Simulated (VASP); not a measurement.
A run of VASP 6.6.1 is set up as follows.

File POSCAR:

```
Ca2C
1.0
    0.0000000000      3.1285803947      3.1285803947
    3.1285803947      0.0000000000      3.1285803947
    3.1285803947      3.1285803947      0.0000000000
C Ca
1 2
Direct
    0.0000000000      0.0000000000      0.0000000000
    0.2500000000      0.2500000000      0.2500000000
    0.7500000000      0.7500000000      0.7500000000
```

INCAR.step1

```
PREC = Accurate
ENCUT = 520
ISMEAR = 0
SIGMA = 0.01
LREAL = F
LASPH = T
NELM = 100
NBANDS = 19
ISYM = 0
GGA = PE
ALGO = Normal
EDIFF = 1E-4
LWAVE = T
LCHARG = F
```

INCAR.step2

```
PREC = Accurate
ENCUT = 520
EDIFF = 1E-6
ISMEAR = 0
SIGMA = 0.01
LREAL = F
LASPH = T
NELM = 100
ALGO = Normal
ISIF = 2
LWAVE = F
LCHARG = T
METAGGA = R2SCAN
LMIXTAU = T
LELF = T
LVHAR = T
NBANDS = 19
ISYM = 0
ISTART = 1
```

The input KPOINTS:

```
Automatic mesh
0
Gamma
  6 6 6
```

Potentials or basis: VASP PAW PBE potentials, release 64 (C, Ca_sv).

Launch:

```console
$ cat potpaw_PBE.64/C/POTCAR potpaw_PBE.64/Ca_sv/POTCAR > POTCAR
$ cp INCAR.step1 INCAR
$ mpirun -np 1 vasp_std > vasp.out
$ cp INCAR.step2 INCAR
$ mpirun -np 1 vasp_std > vasp.out
```

Estimate the pressure.

0.4 GPa.

Estimate the band gap on the k mesh.

0.40 eV.

Caveat: the structure was generated, so it needn't be the stable form of Ca2C; semilocal functionals underestimate gaps, and a narrow one can read as zero; the PAW data sets were made with another functional, which shifts forces and pressure a little. A k mesh can miss the band edges.
